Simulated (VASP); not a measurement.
# NaCl (Fm-3m) in VASP: single point with PBEsol

Aim: the single point of NaCl with PBEsol.

All numbers are computed with VASP 6.6.1; they aren't measurements. Logs are shortened: lines on timing, memory, paths and dates and some standing lists are left out, and cuts for length are marked.

## (1) The cell of the first run

Symmetry: Fm-3m, No. 225, cubic system. The conventional cell has a = 5.663 Å, b = 5.663 Å, c = 5.663 Å, α = 90.00°, β = 90.00°, γ = 90.00°. Na (site symmetry m-3m) has 6 Cl at 2.83 Å within 3.7 Å. Cl (site symmetry m-3m) has 6 Na at 2.83 Å within 3.7 Å.

## (2) Single point, PBEsol

Input file INCAR:

```
SYSTEM = NaCl
ALGO = Normal
EDIFF = 1E-6
ENCUT = 500
GGA = PS
GGA_COMPAT = .False.
ISIF = 2
ISMEAR = 0
ISYM = -1
LASPH = .True.
LCHARG = .False.
LREAL = Auto
LWAVE = .False.
NBANDS = 70
NELM = 120
PREC = Accurate
SIGMA = 0.1
```

Input file KPOINTS:

```
explicit points
4
Reciprocal
  0.25000000   0.25000000   0.25000000 2
  0.25000000   0.25000000   0.75000000 2
  0.25000000   0.75000000   0.25000000 2
  0.25000000   0.75000000   0.75000000 2
```

Input file POSCAR:

```
NaCl
1.0
    0.0000000000      5.6635000000     -5.6635000000
   -5.6635000000      0.0000000000     -5.6635000000
   -5.6635000000      5.6635000000      0.0000000000
Na Cl
8 8
Direct
    0.5000000000      0.5000000000      0.0000000000
    0.0000000000      0.5000000000      0.0000000000
    0.5000000000      0.0000000000      0.0000000000
    0.0000000000      0.0000000000      0.0000000000
    0.5000000000      0.5000000000      0.5000000000
    0.0000000000      0.5000000000      0.5000000000
    0.5000000000      0.0000000000      0.5000000000
    0.0000000000      0.0000000000      0.5000000000
    0.7500000000      0.7500000000      0.2500000000
    0.2500000000      0.7500000000      0.2500000000
    0.7500000000      0.2500000000      0.2500000000
    0.2500000000      0.2500000000      0.2500000000
    0.7500000000      0.7500000000      0.7500000000
    0.2500000000      0.7500000000      0.7500000000
    0.7500000000      0.2500000000      0.7500000000
    0.2500000000      0.2500000000      0.7500000000
```

Potentials or basis: VASP PAW PBE potentials, release 64 (Na_pv, Cl).

The run is started by

```
$ cat potpaw_PBE.64/Na_pv/POTCAR potpaw_PBE.64/Cl/POTCAR > POTCAR
$ mpirun -np 1 vasp_std > vasp.out
```

OUTCAR:

```text
SYSTEM = NaCl
   EDIFF = 1E-6
   ENCUT = 500
   GGA = PS
   ISIF = 2
   ISMEAR = 0
   ISYM = -1
   LASPH = .True.
   LREAL = Auto
   NELM = 120
   PREC = Accurate

 ion  position               nearest neighbor table
   1  0.500  0.500  0.000-
   2  0.000  0.500  0.000-
   3  0.500  0.000  0.000-
   4  0.000  0.000  0.000-
   5  0.500  0.500  0.500-
   6  0.000  0.500  0.500-
[... 8 lines left out ...]
  15  0.750  0.250  0.750-
  16  0.250  0.250  0.750-

IMPORTANT INFORMATION: All symmetrisations will be switched off!
NOSYMM: (Re-)initialisation of all symmetry stuff for point group C_1.

----------------------------------------------------------------------------------------

                                     Primitive cell

  volume of cell :     363.3162

  direct lattice vectors                    reciprocal lattice vectors
     0.000000000  5.663500000 -5.663500000     0.088284630  0.088284630 -0.088284630
    -5.663500000  0.000000000 -5.663500000    -0.088284630 -0.088284630 -0.088284630
    -5.663500000  5.663500000  0.000000000    -0.088284630  0.088284630  0.088284630

  length of vectors
     8.009398511  8.009398511  8.009398511     0.152913464  0.152913464  0.152913464

  position of ions in fractional coordinates (direct lattice)
     0.500000000  0.500000000  0.000000000
     0.000000000  0.500000000  0.000000000
     0.500000000  0.000000000  0.000000000
     0.000000000  0.000000000  0.000000000
     0.500000000  0.500000000  0.500000000
     0.000000000  0.500000000  0.500000000
[... 8 lines left out ...]
     0.750000000  0.250000000  0.750000000
     0.250000000  0.250000000  0.750000000

  ion indices of the primitive-cell ions
   primitive index   ion index
                 1           1
                 2           2
                 3           3
                 4           4
                 5           5
                 6           6
[... 8 lines left out ...]
                15          15
                16          16

----------------------------------------------------------------------------------------

 KPOINTS: explicit points

Read explicit list of k-points.

 Found      4 k-points:

 Following reciprocal coordinates:
            Coordinates               Weight
  0.250000  0.250000  0.250000      0.250000
  0.250000  0.250000  0.750000      0.250000
  0.250000  0.750000  0.250000      0.250000
  0.250000  0.750000  0.750000      0.250000
   k-points           NKPTS =      4   k-points in BZ     NKDIM =      4   number of bands    NBANDS=     70
   number of dos      NEDOS =    301   number of ions     NIONS =     16
   total plane-waves  NPLWV = 216000
   dimension x,y,z NGX =    60 NGY =   60 NGZ =   60
   dimension x,y,z NGXF=   120 NGYF=  120 NGZF=  120
   ions per type =               8   8
   NGX,Y,Z   is equivalent  to a cutoff of  12.45, 12.45, 12.45 a.u.
   NGXF,Y,Z  is equivalent  to a cutoff of  24.91, 24.91, 24.91 a.u.
 SYSTEM =  NaCl
   PREC   = accura    normal or accurate (medium, high low for compatibility)
   ISTART =      0    job   : 0-new  1-cont  2-samecut
   ICHARG =      2    charge: 1-file 2-atom 10-const
   ISPIN  =      1    spin polarized calculation?
   LNONCOLLINEAR =      F non collinear calculations
   LSORBIT =      F    spin-orbit coupling
   LASPH  =      T    aspherical Exc in radial PAW
   ENCUT  =  500.0 eV  36.75 Ry    6.06 a.u.  14.60 14.60 14.60*2*pi/ulx,y,z
   NELM   =    120;   NELMIN=  2; NELMDL= -5     # of ELM steps
   EDIFF  = 0.1E-05   stopping-criterion for ELM
   LREAL  =      T    real-space projection
   EDIFFG = 0.1E-04   stopping-criterion for IOM
   NSW    =      0    number of steps for IOM
   IBRION =     -1    ionic relax: 0-MD 1-quasi-New 2-CG
   NFREE  =      0    steps in history (QN), initial steepest desc. (CG)
   ISIF   =      2    stress and relaxation
   ISYM   =     -1    0-nonsym 1-usesym 2-fastsym
   POTIM  = 0.5000    time-step for ionic-motion
   TEBEG  =    0.0;   TEEND  =   0.0 temperature during run
   PSTRESS=    0.0 pullay stress
   NELECT =     112.0000    total number of electrons
   NUPDOWN=      -1.0000    fix difference up-down
   EMIN   =  10.00;   EMAX   =-10.00  energy-range for DOS
   EFERMI =   0.00;   METHOD = LEGACY
   ISMEAR =     0;   SIGMA  =   0.10  broadening in eV -4-tet -1-fermi 0-gaus
   EFERMI_NEDOS =   21; number of points for ismear=-14 and -15
   IALGO  =     38    algorithm
   IMIX   =      4    mixing-type and parameters
     AMIX     =   0.40;   BMIX     =  1.00
     AMIX_MAG =   1.60;   BMIX_MAG =  1.00
  volume/ion in A,a.u.               =      22.71       153.24
  Fermi-wavevector in a.u.,A,eV,Ry     =   1.105909  2.089864 16.640388  1.223034
  Thomas-Fermi vector in A             =   2.242402
   LORBIT       =      0    0 simple, 1 ext, 2 COOP (PROOUT), +10 PAW based schemes
   GGA     = PS    functional components
   LHFCALC =     F    Hartree Fock is set to
   AEXX    =    0.0000 exact exchange contribution
   IVDW    =     0    specifies the selected vdW correction
   LEPSILON=     F    determine dielectric tensor
   LRPA    =     F    only Hartree local field effects (RPA)
 non-spin polarized calculation
 Gauss-broadening in eV      SIGMA  =   0.10
  energy-cutoff  :      500.00
  volume of cell :      363.32
 maximum number of plane-waves:      9240
 NGX is ok and might be reduce to    60
   NGX = 29   NGY = 29   NGZ = 29

 number of electron     111.9999943 magnetization

 Free energy of the ion-electron system (eV)
  ---------------------------------------------------
  ext. energy  EPLUGINS =         0.00000000
  ---------------------------------------------------
  free energy    TOTEN  =       -55.96478770 eV

  energy without entropy =      -55.96478770  energy(sigma->0) =      -55.96478770

 E-fermi :  -0.3613     XC(G=0):  -8.2785

 val. band max:       -0.8964557814   @ k =   0.2500   0.2500   0.2500
 cond. band min:       4.5298520225   @ k =   0.2500   0.2500   0.2500
 fundamental gap:      5.4263078040
 Fermi energy:        -0.3612930849

 k-point     1 :       0.2500    0.2500    0.2500
  band No.  band energies     occupation
      1     -21.5575      2.00000
      2     -21.5575      2.00000
      3     -21.5575      2.00000
      4     -21.5559      2.00000
      5     -21.5501      2.00000
      6     -21.5501      2.00000
[... 60 lines left out ...]
     67       7.3769      0.00000
     68       9.1069      0.00000

 k-point     2 :       0.2500    0.2500    0.7500
  band No.  band energies     occupation
      1     -21.5526      2.00000
      2     -21.5521      2.00000
      3     -21.5521      2.00000
      4     -21.5491      2.00000
      5     -21.5491      2.00000
      6     -21.5491      2.00000
[... 60 lines left out ...]
     67       8.1373      0.00000
     68       8.4882      0.00000

 k-point     3 :       0.2500    0.7500    0.2500
  band No.  band energies     occupation
      1     -21.5526      2.00000
      2     -21.5521      2.00000
      3     -21.5521      2.00000
      4     -21.5491      2.00000
      5     -21.5491      2.00000
      6     -21.5491      2.00000
[... 60 lines left out ...]
     67       8.1373      0.00000
     68       8.4895      0.00000

 k-point     4 :       0.2500    0.7500    0.7500
  band No.  band energies     occupation
      1     -21.5526      2.00000
      2     -21.5521      2.00000
      3     -21.5521      2.00000
      4     -21.5491      2.00000
      5     -21.5491      2.00000
      6     -21.5491      2.00000
[... 60 lines left out ...]
     67       8.1373      0.00000
     68       8.4856      0.00000
 [bands above 68 left out]

------------------------ aborting loop because EDIFF is reached ----------------------------------------

  FORCE on cell =-STRESS in cart. coord.  units (eV):
  Direction    XX          YY          ZZ          XY          YZ          ZX
  --------------------------------------------------------------------------------------
  -------------------------------------------------------------------------------------
  Total       -1.8337944     -1.8338449     -1.8338058      0.0391633      0.0391743     -0.0391528
  in kB       -8.0867965     -8.0870190     -8.0868466      0.1727050      0.1727536     -0.1726586
  external PRESSURE =      -8.0868874 kB  Pullay stress =       0.0000000 kB

 VOLUME and BASIS-vectors are now :
 -----------------------------------------------------------------------------
  energy-cutoff  :      500.00
  volume of cell :      363.32
      direct lattice vectors                 reciprocal lattice vectors
     0.000000000  5.663500000 -5.663500000     0.088284630  0.088284630 -0.088284630
    -5.663500000  0.000000000 -5.663500000    -0.088284630 -0.088284630 -0.088284630
    -5.663500000  5.663500000  0.000000000    -0.088284630  0.088284630  0.088284630

 POSITION                                       TOTAL-FORCE (eV/Angst)
 -----------------------------------------------------------------------------------
     -2.83175      2.83175     -5.66350        -0.000007     -0.000003      0.000005
     -2.83175      0.00000     -2.83175        -0.000007     -0.000001      0.000003
      0.00000      2.83175     -2.83175        -0.000002     -0.000002      0.000010
      0.00000      0.00000      0.00000         0.000002     -0.000005      0.000005
     -5.66350      5.66350     -5.66350        -0.000008     -0.000012     -0.000004
     -5.66350      2.83175     -2.83175         0.000003     -0.000007      0.000010
[... 8 lines left out ...]
     -5.66350      8.49525     -5.66350        -0.000067      0.000013     -0.000031
     -5.66350      5.66350     -2.83175        -0.000014     -0.000032      0.000006
 -----------------------------------------------------------------------------------
    total drift:                                0.000056      0.000083     -0.000069

  FREE ENERGIE OF THE ION-ELECTRON SYSTEM (eV)
  ---------------------------------------------------
  free  energy   TOTEN  =       -55.9647877039 eV

  energy  without entropy=      -55.9647877039  energy(sigma->0) =      -55.96478770
```

Run time: 5 min. Hardware: 1 thread of Intel Xeon 8259CL, shared host; peak memory 0.47 GiB.

What came out:

```yaml
Free_energy: -55.9648 eV
Pressure: -0.8 GPa
Band_gap_on_the_k_mesh: 5.43 eV
```

Caveat: the PAW data sets were made with another functional, which shifts forces and pressure a little; a shifted mesh leaves out Γ, where band edges can lie. A k mesh can miss the band edges.
